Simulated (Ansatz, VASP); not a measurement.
# MgO in VASP and in Ansatz

```
Mg O
1.0
     3.61651    0.00000    0.00000
    -1.80825    3.13199    0.00000
     0.00000    0.00000    4.08340
Mg O
2 2
Cartesian
  1.8083 1.0440 3.0625
  0.0000 2.0880 1.0208
  1.8083 1.0440 1.0208
  0.0000 2.0880 3.0625
```

Alike in both runs: task single point; functional PBE; k mesh 9 × 9 × 6; occupations gaussian, width 0.05 eV; no spin polarisation.

|  | VASP | Ansatz |
| --- | --- | --- |
| version | VASP 6.6.1 | Ansatz 0.2.0 |
| potentials or method | VASP PAW PBE potentials, release 64 (Mg, O), cutoff 520 eV | scalar-relativistic, plane waves, PAW |
| valence electrons in the cell | 16 | 32 |

|  | VASP | Ansatz | Ansatz less VASP |
| --- | --- | --- | --- |
| gap on the k mesh at the Fermi level (eV) | 3.28 | 3.30 | +0.019 |
| least direct gap on the mesh (eV) | 3.28 | 3.30 | +0.019 |
| pressure (GPa) | -1.2 | -0.6 | +0.57 |
| traceless stress, the component that is largest in VASP (GPa) | 6.72 | 6.77 | +0.055 |

The functional is the same, so the differences come from potentials, cutoffs and numerics. VASP's potentials hold 16 valence electrons a cell and Ansatz's 32, so a difference there can come from the potentials and not from the codes.
